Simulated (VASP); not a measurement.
## Ni: single point with r2SCAN

The system is Ni.

```xyz
2
Lattice="2.7537 0.0000 0.0000 0.0000 2.7537 0.0000 0.0000 0.0000 2.7537" Properties=species:S:1:pos:R:3 pbc="T T T"
Ni    0.0000    0.0000    0.0000
Ni    1.3768    1.3768    1.3768
```

This isn't the form of Ni at room conditions, which is fcc.

* Program: VASP 6.6.1
* Task: single point
* Functional: r2SCAN
* Potentials or basis: VASP PAW PBE potentials, release 64 (Ni)
* Cutoff: 520 eV
* k mesh: 19 × 19 × 19
* Occupations: fermi-dirac, width 0.05 eV
* Spin: collinear spin, antiferromagnetic start
* Starting moments: [0.8, -0.8] μB
* Dipole correction: no
* Further INCAR settings: ALGO = Normal; EDIFF = 1e-07; NBANDS = 21

```json
{"Pressure": "0.6 GPa", "Band gap on the k mesh": "zero (filled and empty bands overlap)", "Net moment": "0.00 μB per cell", "Valence electrons inside the program's atomic spheres": "Ni 9.43"}
```

Levels at points of the mesh, in eV from the Fermi level:
Spin up:
```
           k point  band 7  band 8  band 9  band 10  band 11  band 12  band 13  band 14
(0.00, 0.00, 0.00)   -0.69   -0.69    0.21     0.21     0.21    10.67    10.67    10.67
```
Spin down:
| k point | band 8 | band 9 | band 10 | band 11 | band 12 | band 13 |
| --- | --- | --- | --- | --- | --- | --- |
| (0.00, 0.00, 0.00) | -0.69 | 0.21 | 0.21 | 0.21 | 10.67 | 10.67 |

Wall time 13 min on 1 thread of Intel Xeon 8259CL, with other jobs on the host, peak memory 0.24 GiB.

Caveat: the moments typed at the start vanished in this run; the PAW data sets were made with another functional, which shifts forces and pressure a little.
